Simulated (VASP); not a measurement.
Wanted: the native input for a VASP 6.6.1 run.

```
Task                               : single point
Functional                         : HSE06
Potentials or basis                : VASP PAW PBE potentials, release 64 (Ga_d, N)
Cutoff                             : 520 eV
k mesh                             : 4 × 4 × 4
Occupations                        : gaussian, width 0.01 eV
Spin                               : no spin polarisation
Dipole correction                  : no
Grid for exact exchange (PRECFOCK) : Normal
Further INCAR settings             : ALGO = Normal; EDIFF = 1e-06; NBANDS = 16
Share of exact exchange            : 0.25
Screening parameter                : 0.2079 1/Å
```

The system is GaN.

```
Ga N
1.0
     0.00000    2.24895    2.24895
     2.24895    0.00000    2.24895
     2.24895    2.24895    0.00000
Ga N
1 1
Direct
  0.00000 0.00000 0.00000
  0.75000 0.75000 0.75000
```

One way to write it, as run:

POSCAR

```
GaN
1.0
    0.0000000000      2.2489526240      2.2489526240
    2.2489526240      0.0000000000      2.2489526240
    2.2489526240      2.2489526240      0.0000000000
Ga N
1 1
Direct
    0.0000000000      0.0000000000      0.0000000000
    0.7500000000      0.7500000000      0.7500000000
```

INCAR.step1

```
PREC = Accurate
ENCUT = 520
EDIFF = 1E-5
ISMEAR = 0
SIGMA = 0.01
LREAL = False
LASPH = True
NELM = 60
ALGO = Normal
ISIF = 2
LWAVE = True
LCHARG = False
NBANDS = 16
GGA = PE
```

INCAR.step2

```
PREC = Accurate
ENCUT = 520
EDIFF = 1E-6
ISMEAR = 0
SIGMA = 0.01
LREAL = False
LASPH = True
NELM = 60
ALGO = Normal
ISIF = 2
LWAVE = False
LCHARG = False
GGA = PE
LHFCALC = True
HFSCREEN = 0.2079
PRECFOCK = Normal
NBANDS = 16
ISTART = 1
```

KPOINTS

```
regular mesh
0
Gamma
  4 4 4
```

Potentials or basis: VASP PAW PBE potentials, release 64 (Ga_d, N).

Run with:

```sh
$ cat potpaw_PBE.64/Ga_d/POTCAR potpaw_PBE.64/N/POTCAR > POTCAR
$ cp INCAR.step1 INCAR
$ mpirun -np 1 vasp_std > vasp.out
$ cp INCAR.step2 INCAR
$ mpirun -np 1 vasp_std > vasp.out
```

Results of the run:

| Quantity | Value |
| --- | --- |
| Pressure | -0.1 GPa |
| Band gap on the k mesh | 3.06 eV |

Caveat: the k points lie up to 0.60 Å⁻¹ apart; the PAW data sets were made with another functional, which shifts forces and pressure a little.

Run time: 7.3 min on 1 thread of Intel Xeon 8259CL, on a shared host, peak memory 0.25 GiB.
